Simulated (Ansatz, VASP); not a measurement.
One calculation of W, two programs

The input INCAR:

```
PREC = Accurate ; ENCUT = 520
EDIFF = 1E-6 ; ISMEAR = 0
SIGMA = 0.15 ; LREAL = F
LASPH = T ; NELM = 60
ALGO = Fast ; ISIF = 2
LWAVE = F ; LCHARG = F
GGA = PS ; NBANDS = 13
```

Contents of KPOINTS:

```
regular mesh
0
Gamma
  26 26 26
```

File POSCAR:

```
W
1.0
    0.0000000000      2.0289807034      2.0589656399
    2.0289807034      0.0000000000      2.0589656399
    2.0289807034      2.0289807034      0.0000000000
W
1
Direct
    0.0000000000      0.0000000000      0.0000000000
```

Input for Ansatz:

```yaml
crystal:
  lattice:
    - [0.0, 2.0289807034, 2.0589656399]
    - [2.0289807034, 0.0, 2.0589656399]
    - [2.0289807034, 2.0289807034, 0.0]
  atoms:
    - { symbol: W, position: [0.0, 0.0, 0.0] }
basis:
  ecutwfc: 420
kpoints:
  mp_grid: { grid: [26, 26, 26] }
hamiltonian:
  xc: pbesol
scf:
  occupations: { method: gaussian, width: 0.15 }
output:
  forces: true
  stress: true
  eigenvalues: true
```

Change from the starting cell: strain +0.015 along x and y, +0.030 along z, atoms carried along.

Alike in both runs: task single point; functional PBEsol; k mesh 26 × 26 × 26; occupations gaussian, width 0.15 eV; no spin polarisation.

```csv
,VASP,Ansatz
version,VASP 6.6.1,Ansatz 0.2.0
potentials or method,"VASP PAW PBE potentials, release 64 (W_sv), cutoff 520 eV","scalar-relativistic, plane waves, PAW"
valence electrons in the cell,14,14
```

|  | VASP | Ansatz | Ansatz less VASP |
| --- | --- | --- | --- |
| gap on the k mesh at the Fermi level (eV) | none | none | - |
| pressure (GPa) | -15.5 | -15.9 | -0.38 |
| traceless stress, the component that is largest in VASP (GPa) | 2.92 | 2.90 | -0.028 |

VASP's potentials were made for PBE, not for PBEsol. A gap of «none» marks a metal or a gap that the smearing closes. The functional is the same, so the differences come from potentials, cutoffs and numerics.

Spin-orbit coupling is off throughout.
